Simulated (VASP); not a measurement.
# Al (R-3m) in VASP: notebook

Al is run at these levels: PBE; tasks: single point.

Program: VASP 6.6.1. These are calculated values, not measurements. Logs are shortened: lines on timing, memory, paths and dates and some standing lists are left out, and cuts for length are marked.

## Step 1: The cell of the first run

It takes space group R-3m (No. 166, trigonal). The conventional cell has a = 2.860 Å, b = 2.860 Å, c = 21.112 Å, α = 90.00°, β = 90.00°, γ = 120.00°. Al (site symmetry -3m) has 12 Al at 2.86 Å within 3.8 Å. Within 3.8 Å of Al (site symmetry 3m) lie 12 Al at 2.86 to 2.88 Å.

## Step 2: Single point, PBE

The input, INCAR:

```
PREC     = Accurate       # precision mode
ENCUT    = 500            # plane-wave cutoff, eV
EDIFF    = 1E-6           # SCF threshold, eV
ISMEAR   = 0              # smearing method
SIGMA    = 0.1            # smearing width, eV
LREAL    = F              # projectors in reciprocal space
LASPH    = T              # aspherical terms in the spheres
NELM     = 120            # most SCF steps
ALGO     = Normal         # electronic algorithm
ISIF     = 2              # what is computed and relaxed
LWAVE    = F              # write WAVECAR
LCHARG   = T              # write CHGCAR
GGA      = PE             # functional
LELF     = T              # ELF
LVHAR    = T            
NBANDS   = 12             # bands
GGA_COMPAT= F
```

The input, KPOINTS:

```
regular mesh
0
Gamma
  18 18 18
```

The input, POSCAR:

```
Al
1.0
    1.4300117231      0.8256176533      7.0374046598
   -1.4300117231      0.8256176533      7.0374046598
    0.0000000000     -1.6512353066      7.0374046598
Al
3
Direct
    0.0000000000      0.0000000000      0.0000000000
    0.2225797377      0.2225797377      0.2225797377
    0.7774202623      0.7774202623      0.7774202623
```

Potentials or basis: VASP PAW PBE potentials, release 64 (Al).

Launch:

```
$ cat potpaw_PBE.64/Al/POTCAR > POTCAR
$ mpirun -np 1 vasp_std > vasp.out
```

OUTCAR:

```text
PREC = Accurate
   ENCUT = 500
   EDIFF = 1E-6
   ISMEAR = 0
   LREAL = F
   LASPH = T
   NELM = 120
   ISIF = 2
   GGA = PE

 ion  position               nearest neighbor table
   1  0.000  0.000  0.000-   3 2.86   3 2.86   2 2.86   2 2.86   3 2.86   2 2.86
   2  0.223  0.223  0.223-   1 2.86   1 2.86   1 2.86   3 2.88   3 2.88   3 2.88
   3  0.777  0.777  0.777-   1 2.86   1 2.86   1 2.86   2 2.88   2 2.88   2 2.88

  LATTYP: Found a trigonal (rhomboedric) cell.
 ALAT       =     7.2285297525
 COS(alpha) =     0.9217274928

  Lattice vectors:

 A1 = (   1.4300117231,   0.8256176533,   7.0374046598)
 A2 = (  -1.4300117231,   0.8256176533,   7.0374046598)
 A3 = (   0.0000000000,  -1.6512353066,   7.0374046598)

Analysis of symmetry for initial positions (statically):
=====================================================================
 Subroutine PRICEL returns:
 Original cell was already a primitive cell.

 Routine SETGRP: Setting up the symmetry group for a
 trigonal (rhombohedral) supercell.

 Subroutine GETGRP returns: Found 12 space group operations
 (whereof 12 operations were pure point group operations)
 out of a pool of 12 trial point group operations.

The static configuration has the point symmetry D_3d.

Analysis of symmetry for dynamics (positions and initial velocities):
=====================================================================
 Subroutine PRICEL returns:
 Original cell was already a primitive cell.

 Routine SETGRP: Setting up the symmetry group for a
 trigonal (rhombohedral) supercell.

 Subroutine GETGRP returns: Found 12 space group operations
 (whereof 12 operations were pure point group operations)
 out of a pool of 12 trial point group operations.

The dynamic configuration has the point symmetry D_3d.

 Subroutine INISYM returns: Found 12 space group operations
 (whereof 12 operations are pure point group operations),
 and found     1 'primitive' translations

----------------------------------------------------------------------------------------

                                     Primitive cell

  volume of cell :      49.8520

  direct lattice vectors                    reciprocal lattice vectors
     1.430011723  0.825617653  7.037404660     0.349647483  0.201869069  0.047365947
    -1.430011723  0.825617653  7.037404660    -0.349647483  0.201869069  0.047365947
     0.000000000 -1.651235307  7.037404660     0.000000000 -0.403738137  0.047365947

  length of vectors
     7.228529753  7.228529753  7.228529753     0.406507093  0.406507093  0.406507093

  position of ions in fractional coordinates (direct lattice)
     0.000000000  0.000000000  0.000000000
     0.222579738  0.222579738  0.222579738
     0.777420262  0.777420262  0.777420262

  ion indices of the primitive-cell ions
   primitive index   ion index
                 1           1
                 2           2
                 3           3

----------------------------------------------------------------------------------------

 KPOINTS: regular mesh

Automatic generation of k-mesh.
 Grid dimensions read from file:
 generate k-points for:   18   18   18

 Generating k-lattice:

  Cartesian coordinates                     Fractional coordinates (reciprocal lattice)
     0.019424860  0.011214948  0.002631441     0.055555556 -0.000000000  0.000000000
    -0.019424860  0.011214948  0.002631441    -0.000000000  0.055555556  0.000000000
     0.000000000 -0.022429897  0.002631441     0.000000000  0.000000000  0.055555556

  Length of vectors
     0.022583727  0.022583727  0.022583727

  Shift w.r.t. Gamma in fractional coordinates (k-lattice)
     0.000000000  0.000000000  0.000000000

 Subroutine IBZKPT returns following result:
 ===========================================

 Found    580 irreducible k-points:

 Following reciprocal coordinates:
            Coordinates               Weight
  0.000000  0.000000  0.000000      1.000000
  0.055556 -0.000000 -0.000000      6.000000
  0.111111 -0.000000 -0.000000      6.000000
  0.166667 -0.000000  0.000000      6.000000
  0.222222 -0.000000  0.000000      6.000000
  0.277778  0.000000  0.000000      6.000000
[... 16 lines left out ...]
 -0.277778  0.055556  0.000000     12.000000
 -0.222222  0.055556  0.000000     12.000000
 [... further k-points ...]
   k-points           NKPTS =    580   k-points in BZ     NKDIM =    580   number of bands    NBANDS=     12
   number of dos      NEDOS =    301   number of ions     NIONS =      3
   total plane-waves  NPLWV = 157464
   dimension x,y,z NGX =    54 NGY =   54 NGZ =   54
   dimension x,y,z NGXF=   108 NGYF=  108 NGZF=  108
   ions per type =               3
   NGX,Y,Z   is equivalent  to a cutoff of  12.42, 12.42, 12.42 a.u.
   NGXF,Y,Z  is equivalent  to a cutoff of  24.84, 24.84, 24.84 a.u.
 SYSTEM =  unknown system
   PREC   = accura    normal or accurate (medium, high low for compatibility)
   ISTART =      0    job   : 0-new  1-cont  2-samecut
   ICHARG =      2    charge: 1-file 2-atom 10-const
   ISPIN  =      1    spin polarized calculation?
   LNONCOLLINEAR =      F non collinear calculations
   LSORBIT =      F    spin-orbit coupling
   LASPH  =      T    aspherical Exc in radial PAW
   ENCUT  =  500.0 eV  36.75 Ry    6.06 a.u.  13.18 13.18 13.18*2*pi/ulx,y,z
   NELM   =    120;   NELMIN=  2; NELMDL= -5     # of ELM steps
   EDIFF  = 0.1E-05   stopping-criterion for ELM
   LREAL  =      F    real-space projection
   EDIFFG = 0.1E-04   stopping-criterion for IOM
   NSW    =      0    number of steps for IOM
   IBRION =     -1    ionic relax: 0-MD 1-quasi-New 2-CG
   NFREE  =      0    steps in history (QN), initial steepest desc. (CG)
   ISIF   =      2    stress and relaxation
   ISYM   =      2    0-nonsym 1-usesym 2-fastsym
   POTIM  = 0.5000    time-step for ionic-motion
   TEBEG  =    0.0;   TEEND  =   0.0 temperature during run
   PSTRESS=    0.0 pullay stress
   NELECT =       9.0000    total number of electrons
   NUPDOWN=      -1.0000    fix difference up-down
   EMIN   =  10.00;   EMAX   =-10.00  energy-range for DOS
   EFERMI =   0.00;   METHOD = LEGACY
   ISMEAR =     0;   SIGMA  =   0.10  broadening in eV -4-tet -1-fermi 0-gaus
   EFERMI_NEDOS =   21; number of points for ismear=-14 and -15
   IALGO  =     38    algorithm
   IMIX   =      4    mixing-type and parameters
     AMIX     =   0.40;   BMIX     =  1.00
     AMIX_MAG =   1.60;   BMIX_MAG =  1.00
  volume/ion in A,a.u.               =      16.62       112.14
  Fermi-wavevector in a.u.,A,eV,Ry     =   0.925255  1.748479 11.647910  0.856097
  Thomas-Fermi vector in A             =   2.051090
   LORBIT       =      0    0 simple, 1 ext, 2 COOP (PROOUT), +10 PAW based schemes
   GGA     = PE    functional components
   LHFCALC =     F    Hartree Fock is set to
   AEXX    =    0.0000 exact exchange contribution
   IVDW    =     0    specifies the selected vdW correction
   LEPSILON=     F    determine dielectric tensor
   LRPA    =     F    only Hartree local field effects (RPA)
 non-spin polarized calculation
 Gauss-broadening in eV      SIGMA  =   0.10
  energy-cutoff  :      500.00
  volume of cell :       49.85
 maximum number of plane-waves:      1286
 NGX is ok and might be reduce to    54

 number of electron       9.0000000 magnetization

 Free energy of the ion-electron system (eV)
  ---------------------------------------------------
  ext. energy  EPLUGINS =         0.00000000
  ---------------------------------------------------
  free energy    TOTEN  =       -11.18431140 eV

  energy without entropy =      -11.17791235  energy(sigma->0) =      -11.18111187

 E-fermi :   7.8980     XC(G=0): -10.1718

 val. band max:        7.8973249811   @ k =  -0.1667   0.3889   0.0556
 cond. band min:       7.8982665518   @ k =  -0.3333   0.3889   0.1111
 fundamental gap:      0.0009415707
 Fermi energy:         7.8980108007

 k-point     1 :       0.0000    0.0000    0.0000
  band No.  band energies     occupation
      1      -3.1609      2.00000
      2      -0.2196      2.00000
      3      -0.1832      2.00000
      4       8.3396      0.00000
      5       8.3673      0.00000
      6      18.8769      0.00000
      7      18.8769      0.00000
      8      19.0052      0.00000
      9      19.0052      0.00000
     10      19.7052      0.00000
     11      19.7052      0.00000
     12      20.0853      0.00000

 k-point     2 :       0.0556   -0.0000   -0.0000
  band No.  band energies     occupation
      1      -3.0854      2.00000
      2      -0.2374      2.00000
      3      -0.0175      2.00000
      4       8.2152      0.00001
      5       8.6270      0.00000
      6      17.2286      0.00000
      7      17.9180      0.00000
      8      18.1973      0.00000
      9      18.6686      0.00000
     10      19.0910      0.00000
     11      19.9843      0.00000
     12      20.1707      0.00000

 k-point     3 :       0.1111   -0.0000   -0.0000
  band No.  band energies     occupation
      1      -2.8593      2.00000
      2      -0.1233      2.00000
      3       0.3113      2.00000
      4       8.2124      0.00001
      5       9.0330      0.00000
      6      15.1596      0.00000
      7      16.2610      0.00000
      8      17.0012      0.00000
      9      17.6711      0.00000
     10      18.2610      0.00000
     11      19.1901      0.00000
     12      19.6670      0.00000
[... 286 lines left out ...]
 k-point    23 :      -0.2778    0.0556    0.0000
  band No.  band energies     occupation
      1      -0.8550      2.00000
      2       1.6268      2.00000
      3       2.4814      2.00000
      4       8.1880      0.00004
      5       9.3875      0.00000
      6      10.1772      0.00000
      7      11.2555      0.00000
      8      12.4145      0.00000
      9      13.7831      0.00000
     10      14.1587      0.00000
     11      16.4149      0.00000
     12      17.6855      0.00000

 k-point    24 :      -0.2222    0.0556    0.0000
  band No.  band energies     occupation
      1      -1.5966      2.00000
      2       1.0073      2.00000
      3       1.6523      2.00000
      4       8.9818      0.00000
      5      10.0960      0.00000
      6      10.5922      0.00000
      7      11.5790      0.00000
      8      13.7913      0.00000
      9      14.6645      0.00000
     10      14.7634      0.00000
     11      17.7197      0.00000
     12      18.2898      0.00000

 [... further k-points ...]
[... 5 lines left out ...]
  --------------------------------------------------------------------------------------
  -------------------------------------------------------------------------------------
  Total       -0.0190678     -0.0190678     -0.0145675      0.0000000     -0.0000000      0.0000000
  in kB       -0.6128136     -0.6128136     -0.4681805      0.0000000     -0.0000000      0.0000000
  external PRESSURE =      -0.5646026 kB  Pullay stress =       0.0000000 kB

 VOLUME and BASIS-vectors are now :
 -----------------------------------------------------------------------------
  energy-cutoff  :      500.00
  volume of cell :       49.85
      direct lattice vectors                 reciprocal lattice vectors
     1.430011723  0.825617653  7.037404660     0.349647483  0.201869069  0.047365947
    -1.430011723  0.825617653  7.037404660    -0.349647483  0.201869069  0.047365947
     0.000000000 -1.651235307  7.037404660     0.000000000 -0.403738137  0.047365947

 POSITION                                       TOTAL-FORCE (eV/Angst)
 -----------------------------------------------------------------------------------
      0.00000      0.00000      0.00000         0.000000     -0.000000      0.000000
      0.00000      0.00000      4.69915         0.000000      0.000000     -0.005069
      0.00000      0.00000     16.41306         0.000000     -0.000000      0.005069
 -----------------------------------------------------------------------------------
    total drift:                                0.000000     -0.000000      0.000000

  FREE ENERGIE OF THE ION-ELECTRON SYSTEM (eV)
  ---------------------------------------------------
  free  energy   TOTEN  =       -11.1843114000 eV

  energy  without entropy=      -11.1779123492  energy(sigma->0) =      -11.18111187
```

Wall time 17 min (1 thread of Intel Xeon Platinum 8488C (Sapphire Rapids), shared host); peak memory 0.54 GiB.

Results:

```
Free energy   : -11.1843 eV
Pressure      : -0.1 GPa
Largest force : 0.005 eV/Å
```

Forces in eV/Å, atoms in the order of the input:
```
Al   0.000  0.000  0.000
Al   0.000  0.000 -0.005
Al   0.000  0.000  0.005
```

## Step 3: Single point, PBE

This run uses another cell than the first one: it holds 2 atoms, not 3.

The input, INCAR:

```
SYSTEM = Al
PREC = Accurate ; ENCUT = 520
EDIFF = 1E-6 ; ISMEAR = 0
SIGMA = 0.1 ; LREAL = .False.
LASPH = .True. ; NELM = 60
ALGO = Normal ; ISIF = 2
LWAVE = .False. ; LCHARG = .False.
GGA = PE ; NBANDS = 10
```

The input, KPOINTS:

```
Automatic mesh
0
Gamma
  6 6 6
  0 0 0
```

The input, POSCAR:

```
Al
1.0
    1.4243635188      0.8223566610      5.0425459857
   -1.4243635188      0.8223566610      5.0425459857
    0.0000000000     -1.6447133220      5.0425459857
Al
2
Direct
    0.0896032923      0.0896032923      0.0896032923
    0.9103967077      0.9103967077      0.9103967077
```

Potentials or basis: VASP PAW PBE potentials, release 64 (Al).

Launch:

```
$ cat potpaw_PBE.64/Al/POTCAR > POTCAR
$ mpirun -np 1 vasp_std > vasp.out
```

Wall time 18 s (1 thread of Intel Xeon Platinum 8259CL at 2.50GHz (Skylake/Cascade Lake), shared host); peak memory 0.21 GiB.

Results (log left out):

| Quantity | Value |
| --- | --- |
| Free energy | -7.3627 eV |
| Pressure | 0.0 GPa |
| Largest force | 0.006 eV/Å |
| Band gap on the k mesh | zero (band 3 reaches 9.60 eV, above the bottom of band 4 at 5.47 eV) |

Forces on the atoms (eV/Å):
```
Al   0.000  0.000 -0.006
Al   0.000  0.000  0.006
```

Stress tensor (GPa, compression positive):
```
 0.05  0.00  0.00
 0.00  0.05  0.00
 0.00  0.00 -0.09
```

Levels at points of the mesh, in eV from the Fermi level:
```
           k point  band 1  band 2  band 3  band 4  band 5  band 6  band 7
(0.00, 0.00, 0.00)  -10.66   -5.14   -4.55    9.94   11.35   11.63   11.63
(0.50, 0.00, 0.00)   -4.62   -4.52   -1.36    0.02    2.22    3.45    6.95
(0.50, 0.50, 0.00)   -4.26   -4.08   -2.36   -1.71    4.72    5.48    6.17
(0.50, 0.50, 0.50)   -9.67   -8.63    1.77    2.11   11.34   11.34   11.67
```

Caveat: the k points lie up to 0.43 Å⁻¹ apart.
